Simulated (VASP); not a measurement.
TiB2:

```
CELL_PARAMETERS angstrom
-3.03974 0.02713 -0.02615
-0.02781 0.04332 -3.13663
0.04700 -5.23369 0.07055
ATOMIC_POSITIONS crystal
Ti 0.97002 0.04569 0.98022
Ti 0.47509 0.03152 0.53575
B 0.07088 0.47819 0.70846
B 0.50680 0.49636 0.14341
B 0.51953 0.51893 0.79223
B 0.95768 0.42930 0.33992
```

| Item | Value |
| --- | --- |
| Program | VASP 6.6.1 |
| Task | relaxation of cell and atoms |
| Functional | PBE |
| Potentials or basis | VASP PAW PBE potentials, release 64 (Ti_sv, B) |
| Cutoff | 600 eV |
| k mesh | 8 × 6 × 4 |
| Occupations | gaussian, width 0.2 eV |
| Spin | no spin polarisation |

At the start: pressure 30.9 GPa; volume 8.31 Å³/atom.

Problem. Where does the relaxation end?

Solution. Over 13 steps the energy falls by 687.4 meV/atom and the volume is 8.56 Å³/atom (+3.0 %); space group P6/mmm (No. 191, to 0.05 Å).

The path:
```tsv
step	energy change (eV)	largest force (eV/Å)	pressure (GPa)	volume (Å³)
1	0.0000	10.5488	30.86	49.88
2	-1.5825	3.6723	-23.72	62.29
3	-3.0419	4.2094	-12.85	55.51
4	-3.0488	4.1666	-12.12	55.31
5	-3.8588	2.1032	-2.17	52.14
6	-3.8762	1.9281	-4.27	52.53
7	-4.0687	0.5894	3.74	50.73
8	-4.0689	0.5625	3.47	50.79
9	-4.1154	0.3010	-0.94	51.59
10	-4.1157	0.3083	-1.28	51.66
11	-4.1239	0.0905	0.14	51.36
12	-4.1239	0.0898	0.15	51.36
13	-4.1246	0.0238	0.06	51.38
```

Final structure:
```yaml
crystal:
  lattice:
    - [-3.02910, 0.00023, 0.00061]
    - [-0.00034, 0.00016, -3.22780]
    - [0.00036, -5.25537, -0.00078]
  atoms:
    - { symbol: Ti, position: [0.99974, 0.00014, 0.00014] }
    - { symbol: Ti, position: [0.50013, 0.00002, 0.49991] }
    - { symbol: B, position: [0.00004, 0.49983, 0.66661] }
    - { symbol: B, position: [0.49993, 0.49996, 0.16678] }
    - { symbol: B, position: [0.50010, 0.50035, 0.83338] }
    - { symbol: B, position: [0.00006, 0.49971, 0.33319] }
```
